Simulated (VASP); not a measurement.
Write the native input for VASP 6.6.1 that does the following.

```
Task                   : single point
Functional             : r2SCAN
Dispersion             : D4
Potentials or basis    : VASP PAW PBE potentials, release 64 (In_d, Se)
Cutoff                 : 520 eV
k mesh                 : 6 × 6 × 6
Occupations            : gaussian, width 0.05 eV
Spin                   : no spin polarisation
Dipole correction      : no
Further INCAR settings : ALGO = Normal; EDIFF = 1e-07; NBANDS = 27
```

The system is InSe.

```
CELL_PARAMETERS angstrom
5.87634 -2.05139 -0.00637
5.87634 2.05139 -0.00637
-1.60620 0.00000 4.32939
ATOMIC_POSITIONS crystal
In 0.88646 0.88646 0.03155
In 0.11354 0.11354 0.96845
Se 0.65636 0.65636 0.64509
Se 0.34364 0.34364 0.35491
```

These files were run (other wordings do the same):

POSCAR

```
InSe
1.0
    5.8763366793     -2.0513859888     -0.0063666718
    5.8763366793      2.0513859888     -0.0063666718
   -1.6062045593      0.0000000000      4.3293892565
In Se
2 2
Direct
    0.8864607467      0.8864607467      0.0315505584
    0.1135392533      0.1135392533      0.9684494416
    0.6563608540      0.6563608540      0.6450926200
    0.3436391460      0.3436391460      0.3549073800
```

INCAR.step1

```
ALGO = Normal
EDIFF = 1E-4
ENCUT = 520
GGA = PE
ISMEAR = 0
LASPH = True
LCHARG = False
LREAL = False
LWAVE = True
NBANDS = 27
NELM = 100
PREC = Accurate
SIGMA = 0.05
```

INCAR.step2

```
ALGO = Normal
EDIFF = 1E-7
ENCUT = 520
ISIF = 2
ISMEAR = 0
ISTART = 1
IVDW = 13
LASPH = True
LCHARG = False
LMIXTAU = True
LREAL = False
LWAVE = False
METAGGA = R2SCAN
NBANDS = 27
NELM = 100
PREC = Accurate
SIGMA = 0.05
VDW_A1 = 0.51559235
VDW_A2 = 5.77342911
VDW_S6 = 1.0
VDW_S8 = 0.6018749
```

KPOINTS

```
k-points
0
Gamma
  6 6 6
```

Potentials or basis: VASP PAW PBE potentials, release 64 (In_d, Se).

Launch:

```bash
$ cat potpaw_PBE.64/In_d/POTCAR potpaw_PBE.64/Se/POTCAR > POTCAR
$ cp INCAR.step1 INCAR
$ mpirun -np 1 vasp_std > vasp.out
$ cp INCAR.step2 INCAR
$ mpirun -np 1 vasp_std > vasp.out
```

It gave:

The pressure is 0.9 GPa and the largest force is 0.021 eV/Å. The band gap on the k mesh is 1.29 eV (least direct gap 1.57 eV). The dispersion energy per atom is -0.124 eV.

Caveat: the PAW data sets were made with another functional, which shifts forces and pressure a little; spin-orbit coupling is left out, which moves the levels of the heavy elements.

Wall time 12 min on 1 thread of AMD EPYC 9R45 96-Core Processor (Zen 5) (shared host), peak memory 0.38 GiB.
